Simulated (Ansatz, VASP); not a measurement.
## Two plane-wave programs on BaTiO3

The input POSCAR:

```
BaTiO3
1.0
    3.9998000000      0.0000000000      0.0000000000
    0.0000000000      3.9998000000      0.0000000000
    0.0000000000      0.0000000000      4.0180000000
Ba Ti O
1 1 3
Direct
    0.0000000000      0.0000000000      0.0000000000
    0.5000000000      0.5000000000      0.5000000000
    0.5000000000      0.5000000000      0.0000000000
    0.5000000000      0.0000000000      0.5000000000
    0.0000000000      0.5000000000      0.5000000000
```

File INCAR.step1:

```
SYSTEM = BaTiO3
PREC = Accurate
ENCUT = 600
ISMEAR = 0
SIGMA = 0.02
LREAL = .FALSE.
LASPH = .TRUE.
NELM = 60
GGA = PE
ALGO = Normal
EDIFF = 1E-4
LWAVE = .TRUE.
LCHARG = .FALSE.
```

Contents of INCAR.step2:

```
SYSTEM = BaTiO3
PREC = Accurate
ENCUT = 600
EDIFF = 1E-6
ISMEAR = 0
SIGMA = 0.02
LREAL = .FALSE.
LASPH = .TRUE.
NELM = 60
ALGO = Normal
ISIF = 3
LWAVE = .FALSE.
LCHARG = .FALSE.
METAGGA = R2SCAN
LMIXTAU = .TRUE.
IBRION = 2
NSW = 100
EDIFFG = -0.005
ISTART = 1
```

File KPOINTS:

```
regular mesh
0
G
  8 8 8
  0 0 0
```

Input for Ansatz:

```yaml
crystal:
  lattice:
    - [3.9998, 0.0, 0.0]
    - [0.0, 3.9998, 0.0]
    - [0.0, 0.0, 4.018]
  atoms:
    - { symbol: Ba, position: [0.0, 0.0, 0.0] }
    - { symbol: Ti, position: [0.5, 0.5, 0.5] }
    - { symbol: O, position: [0.5, 0.5, 0.0] }
    - { symbol: O, position: [0.5, 0.0, 0.5] }
    - { symbol: O, position: [0.0, 0.5, 0.5] }
basis:
  ecutwfc: 500
kpoints:
  mp_grid: { grid: [8, 8, 8] }
hamiltonian:
  xc: r2scan
scf:
  occupations: { method: gaussian, width: 0.02 }
output:
  forces: true
  stress: true
  eigenvalues: true
  write_density: true
  write_potential: true
  elf: true
  volumetric_format: npy
relax:
  adjacent_minimum: "off"
  f_tol: 0.005
  max_steps: 80
  cell: { stress_tol: 0.05 }
```

Alike in both runs: task relaxation of cell and atoms; functional r2SCAN; k mesh 8 × 8 × 8; occupations gaussian, width 0.02 eV; no spin polarisation.

|  | VASP | Ansatz |
| --- | --- | --- |
| version | VASP 6.6.1 | Ansatz 0.2.0 |
| potentials or method | VASP PAW PBE potentials, release 64 (Ba_sv, Ti_sv, O), cutoff 600 eV | scalar-relativistic, plane waves, PAW |
| valence electrons in the cell | 40 | 40 |

Ansatz gave:

| Property | Result |
| --- | --- |
| gap on the k mesh at the Fermi level, each at its own relaxed structure (eV) | 2.17 |
| relaxed volume (Å³/atom) | 12.74 |
| relaxed length of the cell vector where the two differ most in proportion (Å) | 3.994 |

Task: What did VASP give for the same quantities?

Result: gap on the k mesh at the Fermi level, each at its own relaxed structure (eV): 2.13; relaxed volume (Å³/atom): 12.87; relaxed length of the cell vector where the two differ most in proportion (Å): 4.007.

VASP's potentials were made for PBE, not for r2SCAN.

Neither program's run includes spin-orbit coupling.
